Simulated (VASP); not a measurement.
## CF4: single point with LDA

The system is CF4.

```xyz
40
Lattice="9.2863 0.0000 0.0000 0.0000 9.2863 0.0000 0.0000 0.0000 9.2863" Properties=species:S:1:pos:R:3 pbc="T T T"
C     3.5861    8.5237    5.4526
C     4.7108    5.0445    3.1844
C     5.1973    1.8164    8.6902
C     8.3708    8.5701    5.0900
C     8.9300    6.3011    9.0467
C     1.7012    3.1271    6.9334
C     9.0193    3.9585    2.8529
C     4.5962    5.7794    8.1372
F     2.7270    8.4771    4.5535
F     3.6087    7.2450    6.0082
F     4.8064    8.8101    5.0159
F     3.1992    9.3304    6.3604
F     5.5198    6.0621    3.2974
F     3.7508    5.2344    2.3100
F     5.4741    3.9765    2.8141
F     4.1078    4.7945    4.3415
F     5.8546    2.4254    9.6339
F     5.9282    0.6932    8.5080
F     4.1104    1.3796    9.2086
F     5.1181    2.5612    7.6291
F     7.5625    8.9983    6.0597
F     9.4997    9.0995    4.9934
F     8.5586    7.2383    5.2251
F     7.7262    8.7768    3.9291
F     9.1953    7.2324    8.1258
F     9.5916    6.8167   10.0938
F     7.6594    6.4194    9.3575
F     9.3000    5.0466    8.9062
F     0.6955    2.3002    6.7162
F     1.4082    4.3514    6.6556
F     1.9920    3.1510    8.2235
F     2.7847    2.5993    6.3125
F     8.2671    4.7880    3.4355
F     8.3314    3.3411    1.9484
F    10.0973    4.5845    2.4390
F     9.4763    2.9542    3.6811
F     4.8845    5.1859    7.0471
F     5.2952    6.9259    8.1900
F     3.3525    6.0599    8.2760
F     4.9824    5.0835    9.1727
```

```json
{
 "Program": "VASP 6.6.1",
 "Task": "single point",
 "Functional": "LDA",
 "Potentials or basis": "VASP PAW LDA potentials, release 64 (C, F)",
 "Cutoff": "520 eV",
 "k mesh": "1 × 1 × 1",
 "Occupations": "fermi-dirac, width 0.02 eV",
 "Spin": "no spin polarisation"
}
```

The pressure is 2.3 GPa and the largest force is 4.495 eV/Å. The band gap on the k mesh is 8.37 eV.

Forces on the atoms (eV/Å):
```
C    2.258 -2.944  2.016
C    0.271 -1.631  0.172
C    2.565 -2.040  1.196
C   -3.297 -2.409 -1.047
C    0.454  2.674  2.220
C    1.073 -1.689  1.046
C    2.019 -2.488  0.803
C    1.671  2.090  1.490
F   -2.393  0.130 -3.803
F    0.476  0.857 -0.350
F   -0.117  0.089 -0.063
F   -0.149  1.861  2.042
F    0.121  0.865 -0.027
F   -0.019  0.347 -0.737
F   -0.752  0.554  0.235
F    0.342 -0.129  0.390
F    0.822  2.063  1.166
F    0.330 -0.264 -1.614
F   -3.094  0.136 -0.087
F   -0.555  0.029 -0.642
F    0.840  0.162  0.146
F    2.973  2.155  0.723
F   -0.317  0.149  0.276
F   -0.271 -0.049 -0.050
F    0.043 -1.455 -1.695
F    0.712 -0.637  1.029
F   -1.033 -0.922 -0.438
F   -0.158  0.355 -1.101
F   -0.464  0.102 -0.261
F   -0.182  1.147 -1.731
F    0.222 -0.548  1.138
F   -0.672  1.090 -0.302
F   -1.734  1.892  1.965
F   -0.426 -0.412 -1.930
F    0.511  0.217 -0.979
F   -0.373  0.792  0.197
F    0.071 -1.379 -2.071
F    0.129  0.552 -0.233
F   -2.364  0.124 -0.213
F    0.466 -1.436  1.127
```

Stress tensor (GPa, compression positive):
```
2.60 0.54 0.74
0.54 0.75 0.78
0.74 0.78 3.61
```

Levels at points of the mesh, in eV from the valence-band top:
```
           k point  band 124  band 125  band 126  band 127  band 128  band 129  band 130  band 131  band 132  band 133
(0.00, 0.00, 0.00)     -0.30     -0.24     -0.18     -0.08      0.00      8.37      9.91     10.21     10.31     10.34
```

It took 2.6 min on 1 thread of Intel(R) Xeon(R) Platinum 8488C (Sapphire Rapids), with other jobs on the host, peak memory 0.49 GiB.

Caveat: the k points lie up to 0.68 Å⁻¹ apart.
